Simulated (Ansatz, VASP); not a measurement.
## C in VASP and in Ansatz

```
C
1.0
     3.49329   -0.05229    0.06840
     0.05229   -3.62075    0.02741
    -0.06840    0.02741   -3.35270
C
8
Direct
  0.55447 0.91471 0.02630
  0.05610 0.56800 0.94615
  0.92800 0.04433 0.52637
  0.49549 0.48255 0.58780
  0.69968 0.73587 0.66478
  0.10492 0.18652 0.68839
  0.35247 0.86703 0.33960
  0.80887 0.20099 0.22061
```

Change from the starting cell: all atoms moved at random (sigma 0.3 Å a component), cell strained at random (sigma 0.03).

Alike in both runs: task single point; functional PBE; k mesh 6 × 6 × 6; occupations gaussian, width 0.05 eV; no spin polarisation.

|  | VASP | Ansatz |
| --- | --- | --- |
| version | VASP 6.6.1 | Ansatz 0.2.0 |
| potentials or method | VASP PAW PBE potentials, release 64 (C), cutoff 520 eV | scalar-relativistic, plane waves, PAW |
| valence electrons in the cell | 32 | 32 |

|  | VASP | Ansatz | Ansatz less VASP |
| --- | --- | --- | --- |
| gap on the k mesh at the Fermi level (eV) | none | none | - |
| pressure (GPa) | 196.4 | 193.9 | -2.51 |
| traceless stress, the component that is largest in VASP (GPa) | -125.71 | -123.18 | +2.529 |
| rms of the force components (eV/Å) | 20.561 | 20.097 | -0.4637 |

Atom by atom the forces differ by 0.484 eV/Å (rms over components). A gap of «none» marks a metal or a gap that the smearing closes. Both programs put the cell under a high pressure, so it lies far from rest at this level.

Noted on VASP's run: the cell as given lies far from equilibrium.
